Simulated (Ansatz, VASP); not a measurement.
**Two plane-wave programs on In2O3**

```xyz
10
Lattice="2.7309 1.5767 4.7907 -2.7309 1.5767 4.7907 0.0000 -3.1534 4.7907" Properties=species:S:1:pos:R:3 pbc="T T T"
In    0.0000    0.0000    5.1406
In    0.0000    0.0000    2.0455
In    0.0000    0.0000    9.2315
In    0.0000    0.0000   12.3267
O    -1.1168    1.5767    8.3838
O    -0.8071   -1.7555    8.3838
O     1.9238    0.1788    8.3838
O     1.1168   -1.5767    5.9884
O     0.8071    1.7555    5.9884
O    -1.9238   -0.1788    5.9884
```

Alike in both runs: functional LDA; k mesh 6 × 6 × 6; occupations gaussian, width 0.02 eV; no spin polarisation.

Ansatz relaxed the structure, and its values are those at the end. VASP's run is a single point on that final structure, the one shown.

|  | VASP | Ansatz |
| --- | --- | --- |
| version | VASP 6.6.1 | Ansatz 0.2.0 |
| potentials or method | VASP PAW LDA potentials, release 64 (In_d, O), cutoff 520 eV | scalar-relativistic, plane waves, PAW |
| valence electrons in the cell | 88 | 88 |

Ansatz gave:

```
gap on the k mesh at the Fermi level (eV) : 1.29
least direct gap on the mesh (eV)         : 1.32
pressure (GPa)                            : 0.0
```

**Question.** What did VASP give for the same quantities?

**Answer.** gap on the k mesh at the Fermi level (eV): 1.31; least direct gap on the mesh (eV): 1.34; pressure (GPa): 0.7.

LDA's correlation is that of Perdew and Zunger in VASP and of Perdew and Wang (1992) in Ansatz.
